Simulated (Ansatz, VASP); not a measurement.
# One calculation of MnInC4N4, two programs

File INCAR:

```
SYSTEM = MnInC4N4
PREC     = Accurate       ! precision mode
ENCUT    = 520            ! plane-wave cutoff, eV
EDIFF    = 1E-7           ! SCF threshold, eV
ISMEAR   = 0              ! smearing method
SIGMA    = 0.1            ! smearing width, eV
LREAL    = .False.        ! projectors in reciprocal space
LASPH    = .True.         ! aspherical terms in the spheres
NELM     = 150            ! most SCF steps
ALGO     = Normal         ! electronic algorithm
ISIF     = 2              ! what is computed and relaxed
LWAVE    = .False.        ! write WAVECAR
LCHARG   = .True.         ! write CHGCAR
ISPIN    = 2              ! spin polarisation
MAGMOM   = 4 0 0 0 0 0 0 0 0 0 ! initial moments
LORBIT   = 11             ! projections on sites
LMAXMIX  = 4              ! l up to which the mixer works
GGA      = PE             ! functional
LELF     = .True.         ! ELF
LVHAR    = .True.       
NBANDS   = 46             ! bands
```

File KPOINTS:

```
Automatic mesh
0
Gamma
  4 4 4
  0 0 0
```

File POSCAR:

```
MnInC4N4
1.0
    6.0107936500      0.0000000000      0.0000000000
    0.0000000000      6.0107936500      0.0000000000
    0.0000000000      0.0000000000      6.0107936500
Mn In C N
1 1 4 4
Direct
    0.0000000000      0.0000000000      0.0000000000
    0.5000000000      0.5000000000      0.5000000000
    0.1861492700      0.1861492700      0.1861492700
    0.1861492700      0.8138507300      0.8138507300
    0.8138507300      0.1861492700      0.8138507300
    0.8138507300      0.8138507300      0.1861492700
    0.2985304000      0.2985304000      0.2985304000
    0.2985304000      0.7014696000      0.7014696000
    0.7014696000      0.2985304000      0.7014696000
    0.7014696000      0.7014696000      0.2985304000
```

Input for Ansatz:

```yaml
crystal:
  lattice:
    - [6.01079365, 0.0, 0.0]
    - [0.0, 6.01079365, 0.0]
    - [0.0, 0.0, 6.01079365]
  atoms:
    - { symbol: Mn, position: [0.0, 0.0, 0.0], spin: 4.0 }
    - { symbol: In, position: [0.5, 0.5, 0.5] }
    - { symbol: C, position: [0.18614927, 0.18614927, 0.18614927] }
    - { symbol: C, position: [0.18614927, 0.81385073, 0.81385073] }
    - { symbol: C, position: [0.81385073, 0.18614927, 0.81385073] }
    - { symbol: C, position: [0.81385073, 0.81385073, 0.18614927] }
    - { symbol: "N", position: [0.2985304, 0.2985304, 0.2985304] }
    - { symbol: "N", position: [0.2985304, 0.7014696, 0.7014696] }
    - { symbol: "N", position: [0.7014696, 0.2985304, 0.7014696] }
    - { symbol: "N", position: [0.7014696, 0.7014696, 0.2985304] }
basis:
  ecutwfc: 420
kpoints:
  mp_grid: { grid: [4, 4, 4] }
hamiltonian:
  xc: pbe
scf:
  occupations: { method: gaussian, width: 0.1 }
  lower_state_search: "off"
output:
  forces: true
  stress: true
  eigenvalues: true
  populations: true
magnetization:
  spin_polarized: true
```

Alike in both runs: task single point; functional PBE; k mesh 4 × 4 × 4; occupations gaussian, width 0.1 eV; collinear spin.

|  | VASP | Ansatz |
| --- | --- | --- |
| version | VASP 6.6.1 | Ansatz 0.2.0 |
| potentials or method | VASP PAW PBE potentials, release 64 (Mn_pv, In_d, C, N), cutoff 520 eV | scalar-relativistic, plane waves, PAW |
| valence electrons in the cell | 62 | 64 |

```csv
,VASP,Ansatz,Ansatz less VASP
gap on the k mesh at the Fermi level (eV),none,none,-
pressure (GPa),2.0,1.6,-0.39
rms of the force components (eV/Å),0.732,0.557,-0.1747
net moment per atom (μB),0.40,0.40,0.000
size of the moment on the site where the two differ most (μB),2.98,2.50,-0.477
```

Site moments also hang on the region over which each program counts them. Atom by atom the forces differ by 0.181 eV/Å (rms over components). A gap of «none» marks a metal or a gap that the smearing closes. VASP's potentials hold 62 valence electrons a cell and Ansatz's 64, so a difference there can come from the potentials and not from the codes.

Noted on VASP's run: the standard files for N, O and F lose accuracy on very short bonds.
